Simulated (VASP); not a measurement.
Crystal: Pt.

```xyz
1
Lattice="-1.5842 1.5842 1.5842 1.5842 -1.5842 1.5842 1.5842 1.5842 -1.5842" Properties=species:S:1:pos:R:3 pbc="T T T"
Pt    0.0000    0.0000    0.0000
```

Base run:

* Program: VASP 6.6.1
* Functional: r2SCAN
* Potentials or basis: VASP PAW PBE potentials, release 64 (Pt)
* Cutoff: 520 eV
* k mesh: 13 × 13 × 13
* Occupations: fermi-dirac, width 0.08 eV
* Spin: collinear spin, ferromagnetic start
* Starting moments: [0.1] μB
* Fixed moment: 0.1 μB

Its results: pressure -5.7 GPa; site moments Pt +0.10 μB.

Q: The run is repeated on the same cell with these changes: fixed moment from 0.1 μB to 1 μB; moments at the start from [0.1] to [1.0]. What comes out?

A: Pressure 1.4 GPa; site moments Pt +0.98 μB.

Caveats: the PAW data sets were made with another functional, which shifts forces and pressure a little; the total moment is fixed, so each spin has its own Fermi level.
